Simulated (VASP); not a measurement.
# Cu (Fm-3m) in VASP: further runs

Cu is run at these levels: r2SCAN; tasks: single point.

Program: VASP 6.6.1. These are calculated values, not measurements. Logs are shortened: lines on timing, memory, paths and dates and some standing lists are left out, and cuts for length are marked.

## 1. The cell of the first run

The structure is cubic, space group Fm-3m (No. 225). The conventional cell has a = 3.615 Å, b = 3.615 Å, c = 3.615 Å, α = 90.00°, β = 90.00°, γ = 90.00°. Cu (site symmetry m-3m) has 12 Cu at 2.56 Å within 3.4 Å.

## 2. Single point, r2SCAN

POSCAR

```
Cu
1.0
    0.0000000000      1.8075000000      1.8075000000
    1.8075000000      0.0000000000      1.8075000000
    1.8075000000      1.8075000000      0.0000000000
Cu
1
Direct
    0.0000000000      0.0000000000      0.0000000000
```

INCAR.step1

```
SYSTEM = Cu
PREC = Accurate ; ENCUT = 520
ISMEAR = 0 ; SIGMA = 0.1
LREAL = .False. ; LASPH = .True.
NELM = 80 ; NBANDS = 12
GGA = PE ; ALGO = Normal
EDIFF = 1E-4 ; LWAVE = .True.
LCHARG = .False.
```

INCAR.step2

```
SYSTEM = Cu
PREC = Accurate ; ENCUT = 520
EDIFF = 1E-6 ; ISMEAR = 0
SIGMA = 0.1 ; LREAL = .False.
LASPH = .True. ; NELM = 80
ALGO = Normal ; ISIF = 2
LWAVE = .False. ; LCHARG = .False.
METAGGA = R2SCAN ; LMIXTAU = .True.
NBANDS = 12 ; ISTART = 1
```

KPOINTS

```
regular mesh
0
Gamma
  8 8 8
  0 0 0
```

Potentials or basis: VASP PAW PBE potentials, release 64 (Cu).

On the command line:

```bash
$ cat potpaw_PBE.64/Cu/POTCAR > POTCAR
$ cp INCAR.step1 INCAR
$ mpirun -np 1 vasp_std > vasp.out
$ cp INCAR.step2 INCAR
$ mpirun -np 1 vasp_std > vasp.out
```

OUTCAR:

```text
SYSTEM = Cu
   PREC = Accurate
   ENCUT = 520
   EDIFF = 1E-6
   ISMEAR = 0
   LREAL = .False.
   LASPH = .True.
   NELM = 80
   ISIF = 2
   METAGGA = R2SCAN
   ISTART = 1

 ion  position               nearest neighbor table
   1  0.000  0.000  0.000-

  LATTYP: Found a face centered cubic cell.
 ALAT       =     3.6150000000

  Lattice vectors:

 A1 = (   0.0000000000,   1.8075000000,   1.8075000000)
 A2 = (   1.8075000000,   0.0000000000,   1.8075000000)
 A3 = (   1.8075000000,   1.8075000000,   0.0000000000)

Analysis of symmetry for initial positions (statically):
=====================================================================
 Subroutine PRICEL returns:
 Original cell was already a primitive cell.

 Routine SETGRP: Setting up the symmetry group for a
 face centered cubic supercell.

 Subroutine GETGRP returns: Found 48 space group operations
 (whereof 48 operations were pure point group operations)
 out of a pool of 48 trial point group operations.

The static configuration has the point symmetry O_h .

Analysis of symmetry for dynamics (positions and initial velocities):
=====================================================================
 Subroutine PRICEL returns:
 Original cell was already a primitive cell.

 Routine SETGRP: Setting up the symmetry group for a
 face centered cubic supercell.

 Subroutine GETGRP returns: Found 48 space group operations
 (whereof 48 operations were pure point group operations)
 out of a pool of 48 trial point group operations.

The dynamic configuration has the point symmetry O_h .

 Subroutine INISYM returns: Found 48 space group operations
 (whereof 48 operations are pure point group operations),
 and found     1 'primitive' translations

----------------------------------------------------------------------------------------

                                     Primitive cell

  volume of cell :      11.8104

  direct lattice vectors                    reciprocal lattice vectors
     0.000000000  1.807500000  1.807500000    -0.276625173  0.276625173  0.276625173
     1.807500000  0.000000000  1.807500000     0.276625173 -0.276625173  0.276625173
     1.807500000  1.807500000  0.000000000     0.276625173  0.276625173 -0.276625173

  length of vectors
     2.556191014  2.556191014  2.556191014     0.479128854  0.479128854  0.479128854

  position of ions in fractional coordinates (direct lattice)
     0.000000000  0.000000000  0.000000000

  ion indices of the primitive-cell ions
   primitive index   ion index
                 1           1

----------------------------------------------------------------------------------------

 KPOINTS: regular mesh

Automatic generation of k-mesh.
 Grid dimensions read from file:
 generate k-points for:    8    8    8

 Generating k-lattice:

  Cartesian coordinates                     Fractional coordinates (reciprocal lattice)
    -0.034578147  0.034578147  0.034578147     0.125000000  0.000000000  0.000000000
     0.034578147 -0.034578147  0.034578147     0.000000000  0.125000000  0.000000000
     0.034578147  0.034578147 -0.034578147     0.000000000  0.000000000  0.125000000

  Length of vectors
     0.059891107  0.059891107  0.059891107

  Shift w.r.t. Gamma in fractional coordinates (k-lattice)
     0.000000000  0.000000000  0.000000000

 Subroutine IBZKPT returns following result:
 ===========================================

 Found     29 irreducible k-points:

 Following reciprocal coordinates:
            Coordinates               Weight
  0.000000  0.000000  0.000000      1.000000
  0.125000  0.000000  0.000000      8.000000
  0.250000  0.000000  0.000000      8.000000
  0.375000  0.000000  0.000000      8.000000
  0.500000  0.000000  0.000000      4.000000
  0.125000  0.125000  0.000000      6.000000
[... 16 lines left out ...]
  0.500000  0.250000  0.125000     48.000000
 -0.375000  0.250000  0.125000     24.000000
 [... further k-points ...]
   k-points           NKPTS =     29   k-points in BZ     NKDIM =     29   number of bands    NBANDS=     12
   number of dos      NEDOS =    301   number of ions     NIONS =      1
   total plane-waves  NPLWV =   8000
   dimension x,y,z NGX =    20 NGY =   20 NGZ =   20
   dimension x,y,z NGXF=    40 NGYF=   40 NGZF=   40
   ions per type =               1
   NGX,Y,Z   is equivalent  to a cutoff of  13.01, 13.01, 13.01 a.u.
   NGXF,Y,Z  is equivalent  to a cutoff of  26.01, 26.01, 26.01 a.u.
 SYSTEM =  Cu
   PREC   = accura    normal or accurate (medium, high low for compatibility)
   ISTART =      1    job   : 0-new  1-cont  2-samecut
   ICHARG =      0    charge: 1-file 2-atom 10-const
   ISPIN  =      1    spin polarized calculation?
   LNONCOLLINEAR =      F non collinear calculations
   LSORBIT =      F    spin-orbit coupling
   LASPH  =      T    aspherical Exc in radial PAW
   ENCUT  =  520.0 eV  38.22 Ry    6.18 a.u.   4.75  4.75  4.75*2*pi/ulx,y,z
   NELM   =     80;   NELMIN=  2; NELMDL=  0     # of ELM steps
   EDIFF  = 0.1E-05   stopping-criterion for ELM
   LREAL  =      F    real-space projection
   EDIFFG = 0.1E-04   stopping-criterion for IOM
   NSW    =      0    number of steps for IOM
   IBRION =     -1    ionic relax: 0-MD 1-quasi-New 2-CG
   NFREE  =      0    steps in history (QN), initial steepest desc. (CG)
   ISIF   =      2    stress and relaxation
   ISYM   =      2    0-nonsym 1-usesym 2-fastsym
   POTIM  = 0.5000    time-step for ionic-motion
   TEBEG  =    0.0;   TEEND  =   0.0 temperature during run
   PSTRESS=    0.0 pullay stress
   NELECT =      11.0000    total number of electrons
   NUPDOWN=      -1.0000    fix difference up-down
   EMIN   =  10.00;   EMAX   =-10.00  energy-range for DOS
   EFERMI =   0.00;   METHOD = LEGACY
   ISMEAR =     0;   SIGMA  =   0.10  broadening in eV -4-tet -1-fermi 0-gaus
   EFERMI_NEDOS =   21; number of points for ismear=-14 and -15
   IALGO  =     38    algorithm
   IMIX   =      4    mixing-type and parameters
     AMIX     =   0.40;   BMIX     =  1.00
     AMIX_MAG =   1.60;   BMIX_MAG =  1.00
  volume/ion in A,a.u.               =      11.81        79.70
  Fermi-wavevector in a.u.,A,eV,Ry     =   1.598763  3.021224 34.777078  2.556043
  Thomas-Fermi vector in A             =   2.696162
   LORBIT       =      0    0 simple, 1 ext, 2 COOP (PROOUT), +10 PAW based schemes
   METAGGA = R2SCAN    functional components
   LHFCALC =     F    Hartree Fock is set to
   AEXX    =    0.0000 exact exchange contribution
   IVDW    =     0    specifies the selected vdW correction
   LEPSILON=     F    determine dielectric tensor
   LRPA    =     F    only Hartree local field effects (RPA)
 non-spin polarized calculation
 Gauss-broadening in eV      SIGMA  =   0.10
  energy-cutoff  :      520.00
  volume of cell :       11.81
 maximum number of plane-waves:       332
   NGX =  9   NGY =  9   NGZ =  9

 number of electron      11.0000001 magnetization

 Free energy of the ion-electron system (eV)
  ---------------------------------------------------
  ext. energy  EPLUGINS =         0.00000000
  ---------------------------------------------------
  free energy    TOTEN  =       -10.79101226 eV

  energy without entropy =      -10.78792317  energy(sigma->0) =      -10.78946771

 E-fermi :   7.3174     XC(G=0): -13.7406

 val. band max:        7.2431203234   @ k =   0.5000   0.2500   0.1250
 cond. band min:       7.5221793237   @ k =   0.5000   0.1250   0.0000
 fundamental gap:      0.2790590003
 Fermi energy:         7.3174116207

 k-point     1 :       0.0000    0.0000    0.0000
  band No.  band energies     occupation
      1      -2.2665      2.00000
      2       4.2750      2.00000
      3       4.2751      2.00000
      4       4.2751      2.00000
      5       5.0910      2.00000
      6       5.0910      2.00000
      7      30.7827      0.00000
      8      33.8104      0.00000
      9      33.8104      0.00000
     10      33.8108      0.00000
     11      36.1997      0.00000
     12      36.1997      0.00000

 k-point     2 :       0.1250    0.0000    0.0000
  band No.  band energies     occupation
      1      -1.6813      2.00000
      2       4.1608      2.00000
      3       4.3697      2.00000
      4       4.3698      2.00000
      5       5.0618      2.00000
      6       5.0618      2.00000
      7      26.9747      0.00000
      8      31.5281      0.00000
      9      32.5078      0.00000
     10      32.5080      0.00000
     11      38.2241      0.00000
     12      38.2242      0.00000

 k-point     3 :       0.2500    0.0000    0.0000
  band No.  band energies     occupation
      1      -0.0606      2.00000
      2       4.0099      2.00000
      3       4.4273      2.00000
      4       4.4275      2.00000
      5       5.1807      2.00000
      6       5.1809      2.00000
      7      20.3832      0.00000
      8      30.7237      0.00000
      9      31.2446      0.00000
     10      31.2447      0.00000
     11      37.0683      0.00000
     12      37.0684      0.00000

 k-point     4 :       0.3750    0.0000    0.0000
  band No.  band energies     occupation
      1       1.7162      2.00000
      2       4.3002      2.00000
      3       4.3004      2.00000
      4       4.6994      2.00000
      5       5.5132      2.00000
      6       5.5134      2.00000
      7      14.6190      0.00000
      8      29.7230      0.00000
      9      30.6501      0.00000
     10      30.6502      0.00000
     11      34.4695      0.00000
     12      34.4698      0.00000

 k-point     5 :       0.5000    0.0000    0.0000
  band No.  band energies     occupation
      1       2.1744      2.00000
      2       4.2286      2.00000
      3       4.2288      2.00000
      4       5.6790      2.00000
      5       5.6792      2.00000
      6       6.3556      2.00000
      7      11.3767      0.00000
      8      29.2883      0.00000
      9      30.5367      0.00000
     10      30.5369      0.00000
     11      33.4593      0.00000
     12      33.4597      0.00000
[... 228 lines left out ...]
      1       2.3489      2.00000
      2       2.8299      2.00000
      3       5.6467      2.00000
      4       5.8329      2.00000
      5       5.8329      2.00000
      6       8.9895      0.00000
      7      14.8366      0.00000
      8      21.1606      0.00000
      9      21.1607      0.00000
     10      25.5213      0.00000
     11      28.5440      0.00000
     12      51.0978      0.00000

 k-point    22 :       0.3750    0.2500    0.1250
  band No.  band energies     occupation
      1       1.2134      2.00000
      2       3.6125      2.00000
      3       4.2527      2.00000
      4       4.9559      2.00000
      5       4.9815      2.00000
      6       5.8106      2.00000
      7      21.2583      0.00000
      8      22.0430      0.00000
      9      27.4705      0.00000
     10      32.1238      0.00000
     11      34.3200      0.00000
     12      39.0019      0.00000

 k-point    23 :       0.5000    0.2500    0.1250
  band No.  band energies     occupation
      1       2.6344      2.00000
      2       3.6574      2.00000
      3       3.9851      2.00000
      4       4.8179      2.00000
      5       5.4474      2.00000
      6       7.2431      1.70657
      7      15.7686      0.00000
      8      21.4606      0.00000
      9      24.4919      0.00000
     10      32.2944      0.00000
     11      35.9314      0.00000
     12      39.8759      0.00000

 k-point    24 :      -0.3750    0.2500    0.1250
  band No.  band energies     occupation
      1       2.9525      2.00000
      2       3.6414      2.00000
      3       4.1944      2.00000
      4       4.7127      2.00000
      5       5.6262      2.00000
      6       9.5749      0.00000
      7      11.9049      0.00000
      8      22.1381      0.00000
      9      22.6952      0.00000
     10      32.0081      0.00000
     11      35.7622      0.00000
     12      43.5673      0.00000

 [... further k-points ...]

------------------------ aborting loop because EDIFF is reached ----------------------------------------

  FORCE on cell =-STRESS in cart. coord.  units (eV):
  Direction    XX          YY          ZZ          XY          YZ          ZX
  --------------------------------------------------------------------------------------
  -------------------------------------------------------------------------------------
  Total       -0.2471117     -0.2471117     -0.2471117      0.0000000      0.0000000     -0.0000000
  in kB      -33.5227055    -33.5227055    -33.5227055      0.0000000      0.0000000     -0.0000000
  external PRESSURE =     -33.5227055 kB  Pullay stress =       0.0000000 kB

 VOLUME and BASIS-vectors are now :
 -----------------------------------------------------------------------------
  energy-cutoff  :      520.00
  volume of cell :       11.81
      direct lattice vectors                 reciprocal lattice vectors
     0.000000000  1.807500000  1.807500000    -0.276625173  0.276625173  0.276625173
     1.807500000  0.000000000  1.807500000     0.276625173 -0.276625173  0.276625173
     1.807500000  1.807500000  0.000000000     0.276625173  0.276625173 -0.276625173

 POSITION                                       TOTAL-FORCE (eV/Angst)
 -----------------------------------------------------------------------------------
      0.00000      0.00000      0.00000        -0.000000      0.000000      0.000000
 -----------------------------------------------------------------------------------
    total drift:                                0.000000      0.000000      0.000000

  FREE ENERGIE OF THE ION-ELECTRON SYSTEM (eV)
  ---------------------------------------------------
  free  energy   TOTEN  =       -10.7910122602 eV

  energy  without entropy=      -10.7879231668  energy(sigma->0) =      -10.78946771
```

Wall time 17 s (1 thread of Intel Xeon Platinum 8488C (Sapphire Rapids), shared host); peak memory 0.12 GiB.

Results:

```
Free energy : -10.7910 eV
Pressure    : -3.4 GPa
```

Caveat: the k points lie up to 0.38 Å⁻¹ apart; the PAW data sets were made with another functional, which shifts forces and pressure a little.

(Part 1 of 2 ends here.)
